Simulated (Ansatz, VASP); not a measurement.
**Two plane-wave programs on NiO**

Contents of INCAR:

```
PREC = Accurate
ENCUT = 520
EDIFF = 1E-6
ISMEAR = 0
SIGMA = 0.05
LREAL = False
LASPH = True
NELM = 150
ALGO = Normal
ISIF = 2
LWAVE = False
LCHARG = False
ISPIN = 2
MAGMOM = 2 -2 0 0
LORBIT = 11
LMAXMIX = 4
LDAU = True
LDAUTYPE = 2
LDAUL = 2 -1
LDAUU = 6.2 0
LDAUJ = 0 0
LDAUPRINT = 1
GGA = PE
NBANDS = 28
```

KPOINTS

```
regular mesh
0
Gamma
  5 5 5
```

The input POSCAR:

```
NiO
1.0
    0.0000000000      1.7424802783      4.9268273990
   -1.5090321866     -0.8712401391      4.9268273990
    1.5090321866     -0.8712401391      4.9268273990
Ni O
2 2
Direct
    0.5000000000     -0.5000000000      0.5000000000
    1.0000000000      0.0000000000      1.0000000000
    0.2500000000      0.2500000000      0.2500000000
    0.7500000000      0.7500000000      0.7500000000
```

Input for Ansatz:

```yaml
crystal:
  lattice:
    - [0.0, 1.7424802783, 4.926827399]
    - [-1.5090321866, -0.8712401391, 4.926827399]
    - [1.5090321866, -0.8712401391, 4.926827399]
  atoms:
    - { symbol: Ni, position: [0.5, -0.5, 0.5], spin: 2.0 }
    - { symbol: O, position: [0.25, 0.25, 0.25] }
    - { symbol: Ni, position: [1.0, 0.0, 1.0], spin: -2.0 }
    - { symbol: O, position: [0.75, 0.75, 0.75] }
basis:
  ecutwfc: 420
  ecutrho_ratio: 4
kpoints:
  mp_grid: { grid: [5, 5, 5] }
hamiltonian:
  xc: pbe
  hubbard: { sites: [{ species: Ni, l: d, u_eff: 6.2 }] }
scf:
  occupations: { method: gaussian, width: 0.05 }
output:
  forces: true
  stress: true
  eigenvalues: true
  populations: true
  hubbard: { sites: [{ species: Ni, l: d }] }
magnetization:
  spin_polarized: true
```

Alike in both runs: task single point; functional PBE; k mesh 5 × 5 × 5; occupations gaussian, width 0.05 eV; collinear spin; Hubbard terms Ni d U = 6.2 eV.

```csv
,VASP,Ansatz
version,VASP 6.6.1,Ansatz 0.2.0
potentials or method,"VASP PAW PBE potentials, release 64 (Ni, O), cutoff 520 eV","scalar-relativistic, plane waves, PAW"
valence electrons in the cell,32,48
```

```csv
,VASP,Ansatz,Ansatz less VASP
gap on the k mesh at the Fermi level (eV),2.99,2.73,-0.259
least direct gap on the mesh (eV),3.59,3.44,-0.159
pressure (GPa),-9.7,-2.1,+7.59
net moment per atom (μB),0.00,0.00,0.000
size of the moment on the site where the two differ most (μB),1.76,1.69,-0.072
```

Site moments also hang on the region over which each program counts them. The programs project onto different local orbitals, so the same U acts differently, and such runs can settle in different states. VASP's potentials hold 32 valence electrons a cell and Ansatz's 48, so a difference there can come from the potentials and not from the codes.

The k mesh is coarse, so the values compare programs but aren't converged.
